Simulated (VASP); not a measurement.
# Te2Mo (C2) in VASP: single point with PBE+D3(BJ)

Aim: the single point of Te2Mo with PBE+D3(BJ).

Everything below comes from runs of VASP 6.6.1. Logs are shortened: lines on timing, memory, paths and dates and some standing lists are left out, and cuts for length are marked.

## Step 1: The cell of the first run

Symmetry: C2, No. 5, monoclinic system. The conventional cell has a = 3.495 Å, b = 6.054 Å, c = 7.625 Å, α = 90.00°, β = 90.00°, γ = 90.00°. Te (site symmetry 1) has 3 Mo at 2.61 to 2.87 Å and 7 Te at 3.50 to 3.64 Å within 3.7 Å. Mo (site symmetry 2) has 6 Te at 2.61 to 2.87 Å and 6 Mo at 3.50 Å within 3.5 Å.

## Step 2: Single point, PBE+D3(BJ) (atoms displaced along a vibrational mode)

Contents of INCAR:

```
SYSTEM = Te2Mo
  ALGO = Normal
  EDIFF = 1E-6
  ENCUT = 520
  GGA = PE
  ISIF = 2
  ISMEAR = 0
  IVDW = 12
  LASPH = .TRUE.
  LCHARG = .FALSE.
  LREAL = .FALSE.
  LWAVE = .FALSE.
  NBANDS = 20
  NELM = 60
  PREC = Accurate
  SIGMA = 0.05
```

Contents of KPOINTS:

```
k-points
0
G
  9 9 4
  0 0 0
```

Contents of POSCAR:

```
Te2Mo
1.0
    3.4951583719      0.0000000000      0.0000000000
   -1.7475791860      3.0268959403      0.0000000000
    0.0000000000      0.0000000000      7.6245546660
Te Mo
2 1
Direct
    0.3278574128      0.6852986067      0.7614144829
    0.3574411939      0.6852986067      0.2385855171
   -0.0247778587     -0.0495557175      0.0000000000
```

Potentials or basis: VASP PAW PBE potentials, release 64 (Te, Mo_sv).

Started as:

```sh
$ cat potpaw_PBE.64/Te/POTCAR potpaw_PBE.64/Mo_sv/POTCAR > POTCAR
$ mpirun -np 1 vasp_std > vasp.out
```

OUTCAR:

```text
SYSTEM = Te2Mo
   EDIFF = 1E-6
   ENCUT = 520
   GGA = PE
   ISIF = 2
   ISMEAR = 0
   IVDW = 12
   LASPH = .TRUE.
   LREAL = .FALSE.
   NELM = 60
   PREC = Accurate
 IVDW          = 12

 ion  position               nearest neighbor table
   1  0.328  0.685  0.761-   3 2.61   3 2.68   3 2.87   2 3.64
   2  0.357  0.685  0.239-   3 2.61   3 2.68   3 2.87   1 3.64
   3  0.975  0.950  0.000-   1 2.61   2 2.61   2 2.68   1 2.68   2 2.87   1 2.87

  LATTYP: Found a hexagonal cell.
 ALAT       =     3.4951583719
 C/A-ratio  =     2.1814618551

  Lattice vectors:

 A1 = (   3.4951583719,   0.0000000000,   0.0000000000)
 A2 = (  -1.7475791860,   3.0268959403,   0.0000000000)
 A3 = (   0.0000000000,   0.0000000000,   7.6245546660)

Analysis of symmetry for initial positions (statically):
=====================================================================
 Subroutine PRICEL returns:
 Original cell was already a primitive cell.

 Routine SETGRP: Setting up the symmetry group for a
 hexagonal supercell.

 Subroutine GETGRP returns: Found  2 space group operations
 (whereof  2 operations were pure point group operations)
 out of a pool of 24 trial point group operations.

The static configuration has the point symmetry C_2 .

Analysis of symmetry for dynamics (positions and initial velocities):
=====================================================================
 Subroutine PRICEL returns:
 Original cell was already a primitive cell.

 Routine SETGRP: Setting up the symmetry group for a
 hexagonal supercell.

 Subroutine GETGRP returns: Found  2 space group operations
 (whereof  2 operations were pure point group operations)
 out of a pool of 24 trial point group operations.

The dynamic configuration has the point symmetry C_2 .

 Subroutine INISYM returns: Found  2 space group operations
 (whereof  2 operations are pure point group operations),
 and found     1 'primitive' translations

----------------------------------------------------------------------------------------

                                     Primitive cell

  volume of cell :      80.6638

[... 83 lines left out ...]
   ICHARG =      2    charge: 1-file 2-atom 10-const
   ISPIN  =      1    spin polarized calculation?
   LNONCOLLINEAR =      F non collinear calculations
   LSORBIT =      F    spin-orbit coupling
   LASPH  =      T    aspherical Exc in radial PAW
   ENCUT  =  520.0 eV  38.22 Ry    6.18 a.u.   6.50  6.50 14.18*2*pi/ulx,y,z
   NELM   =     60;   NELMIN=  2; NELMDL= -5     # of ELM steps
   EDIFF  = 0.1E-05   stopping-criterion for ELM
   LREAL  =      F    real-space projection
   EDIFFG = 0.1E-04   stopping-criterion for IOM
   NSW    =      0    number of steps for IOM
   IBRION =     -1    ionic relax: 0-MD 1-quasi-New 2-CG
   NFREE  =      0    steps in history (QN), initial steepest desc. (CG)
   ISIF   =      2    stress and relaxation
   ISYM   =      2    0-nonsym 1-usesym 2-fastsym
   POTIM  = 0.5000    time-step for ionic-motion
   TEBEG  =    0.0;   TEEND  =   0.0 temperature during run
   PSTRESS=    0.0 pullay stress
   NELECT =      26.0000    total number of electrons
   NUPDOWN=      -1.0000    fix difference up-down
   EMIN   =  10.00;   EMAX   =-10.00  energy-range for DOS
   EFERMI =   0.00;   METHOD = LEGACY
   ISMEAR =     0;   SIGMA  =   0.05  broadening in eV -4-tet -1-fermi 0-gaus
   EFERMI_NEDOS =   21; number of points for ismear=-14 and -15
   IALGO  =     38    algorithm
   IMIX   =      4    mixing-type and parameters
     AMIX     =   0.40;   BMIX     =  1.00
     AMIX_MAG =   1.60;   BMIX_MAG =  1.00
  volume/ion in A,a.u.               =      26.89       181.45
  Fermi-wavevector in a.u.,A,eV,Ry     =   1.122466  2.121152 17.142372  1.259929
  Thomas-Fermi vector in A             =   2.259126
   LORBIT       =      0    0 simple, 1 ext, 2 COOP (PROOUT), +10 PAW based schemes
   GGA     = PE    functional components
   LHFCALC =     F    Hartree Fock is set to
   AEXX    =    0.0000 exact exchange contribution
   IVDW    =    12    specifies the selected vdW correction
   LEPSILON=     F    determine dielectric tensor
   LRPA    =     F    only Hartree local field effects (RPA)
 non-spin polarized calculation
 Gauss-broadening in eV      SIGMA  =   0.05
  energy-cutoff  :      520.00
  volume of cell :       80.66
 maximum number of plane-waves:      2200
 NGX is ok and might be reduce to    28
   NGX = 13   NGY = 13   NGZ = 29

 number of electron      25.9999999 magnetization

 Free energy of the ion-electron system (eV)
  ---------------------------------------------------
  ext. energy  EPLUGINS =         0.00000000
  ---------------------------------------------------
  free energy    TOTEN  =       -17.65073780 eV

  energy without entropy =      -17.65073780  energy(sigma->0) =      -17.65073780

 E-fermi :   7.6293     XC(G=0):  -9.9062

 val. band max:        7.2507876470   @ k =   0.4444   0.0000   0.5000
 cond. band min:       8.0458511231   @ k =   0.2222   0.1111   0.0000
 fundamental gap:      0.7950634760
 Fermi energy:         7.6293276067

 k-point     1 :       0.0000    0.0000    0.0000
  band No.  band energies     occupation
      1     -53.5073      2.00000
      2     -27.7154      2.00000
      3     -27.5745      2.00000
      4     -27.5034      2.00000
      5      -5.7079      2.00000
      6      -4.6280      2.00000
[... 541 lines left out ...]
     19      12.9960      0.00000
     20      14.5577      0.00000

 [... further k-points ...]

------------------------ aborting loop because EDIFF is reached ----------------------------------------

 Edisp (eV)   -1.49850

 E8    (eV) :    -0.6915

  FORCE on cell =-STRESS in cart. coord.  units (eV):
  Direction    XX          YY          ZZ          XY          YZ          ZX
  --------------------------------------------------------------------------------------
  -------------------------------------------------------------------------------------
  Total       1.81728    -1.23483     1.30864     0.00000     0.00000    -1.60216
  in kB      36.09545   -24.52659    25.99272     0.00000     0.00000   -31.82275
  external pressure =       12.52 kB  Pullay stress =        0.00 kB

 VOLUME and BASIS-vectors are now :
 -----------------------------------------------------------------------------
  energy-cutoff  :      520.00
  volume of cell :       80.66
      direct lattice vectors                 reciprocal lattice vectors
     3.495158372  0.000000000  0.000000000     0.286110068  0.165185725  0.000000000
    -1.747579186  3.026895940  0.000000000     0.000000000  0.330371450  0.000000000
     0.000000000  0.000000000  7.624554666     0.000000000  0.000000000  0.131155201

 POSITION                                       TOTAL-FORCE (eV/Angst)
 -----------------------------------------------------------------------------------
     -0.05170      2.07433      5.80545         0.426555     -1.319543     -0.366714
      0.05170      2.07433      1.81911        -0.426555     -1.319543      0.366714
      1.74758      2.87690      0.00000        -0.000000      2.639085      0.000000
 -----------------------------------------------------------------------------------
    total drift:                               -0.000000      0.000050     -0.000000

  FREE ENERGIE OF THE ION-ELECTRON SYSTEM (eV)
  ---------------------------------------------------
  free  energy   TOTEN  =       -19.1492371145 eV

  energy  without entropy=      -19.1492371145  energy(sigma->0) =      -19.14923711
```

Wall time 3.1 min (1 thread of Intel Xeon Platinum 8375C at 2.90GHz (Ice Lake), shared host); peak memory 0.31 GiB.

Results:

```
Free energy                : -19.1492 eV
Pressure                   : 1.3 GPa
Largest force              : 2.639 eV/Å
Band gap on the k mesh     : 0.80 eV (least direct gap 1.16 eV)
Dispersion energy per atom : -0.499 eV
```

Forces in eV/Å, atoms in the order of the input:
```
Te   0.427 -1.320 -0.367
Te  -0.427 -1.320  0.367
Mo   0.000  2.639  0.000
```

Stress tensor (GPa, compression positive):
```
 3.61  0.00 -3.18
 0.00 -2.45  0.00
-3.18  0.00  2.60
```

Caveat: the cell differs from its parent crystal (atoms displaced along a vibrational mode); spin-orbit coupling is left out, which moves the levels of the heavy elements; an odd mesh through Γ misses points on the zone boundary, where band edges can lie; forces of over 1 eV/Å act on the atoms, so gaps and moduli don't describe the material at rest.
